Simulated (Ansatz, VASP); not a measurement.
# Two plane-wave programs on Al3H

```
Al H
1.0
     3.81787    0.00000    0.00000
    -1.90894    3.30637    0.00000
     0.00000    0.00000    4.13569
Al H
3 1
Cartesian
  0.0000 2.2042 0.0000
  1.9089 1.1021 0.0000
  0.0000 0.0000 2.0678
  0.0000 0.0000 0.0000
```

Alike in both runs: task single point; functional PBE; k mesh 6 × 6 × 4; occupations gaussian, width 0.1 eV; no spin polarisation.

|  | VASP | Ansatz |
| --- | --- | --- |
| version | VASP 6.6.1 | Ansatz 0.2.0 |
| potentials or method | VASP PAW PBE potentials, release 64 (Al, H), cutoff 520 eV | scalar-relativistic, plane waves, PAW |
| valence electrons in the cell | 10 | 10 |

Ansatz gave:

```
gap on the k mesh at the Fermi level (eV)                     : none
pressure (GPa)                                                : 24.2
traceless stress, the component that is largest in VASP (GPa) : -29.09
```

Task: Which values does VASP return?

Result: gap on the k mesh at the Fermi level (eV): none; pressure (GPa): 24.2; traceless stress, the component that is largest in VASP (GPa): -29.14.

A gap of «none» marks a metal or a gap that the smearing closes. The functional is the same, so the differences come from potentials, cutoffs and numerics.

The k mesh is coarse, so the values compare programs but aren't converged.
